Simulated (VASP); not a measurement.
Input of a VASP 6.6.1 run:

The input INCAR:

```
PREC = Accurate ; ENCUT = 520
EDIFF = 1E-7 ; ISMEAR = 0
SIGMA = 0.1 ; LREAL = F
LASPH = T ; NELM = 100
ALGO = Normal ; ISIF = 2
LWAVE = F ; LCHARG = F
GGA = PS ; NBANDS = 10
```

KPOINTS

```
Automatic mesh
0
Gamma
  6 6 6
```

POSCAR

```
K
1.0
   -2.6180000000      2.6180000000      2.6180000000
    2.6180000000     -2.6180000000      2.6180000000
    2.6180000000      2.6180000000     -2.6180000000
K
1
Direct
    0.0000000000      0.0000000000      0.0000000000
```

Potentials or basis: VASP PAW PBE potentials, release 64 (K_sv).

The run is started by

```sh
$ cat potpaw_PBE.64/K_sv/POTCAR > POTCAR
$ mpirun -np 1 vasp_std > vasp.out
```

**Question.** Predict the pressure.

**Answer.** 0.0 GPa.

Caveat: the PAW data sets were made with another functional, which shifts forces and pressure a little.
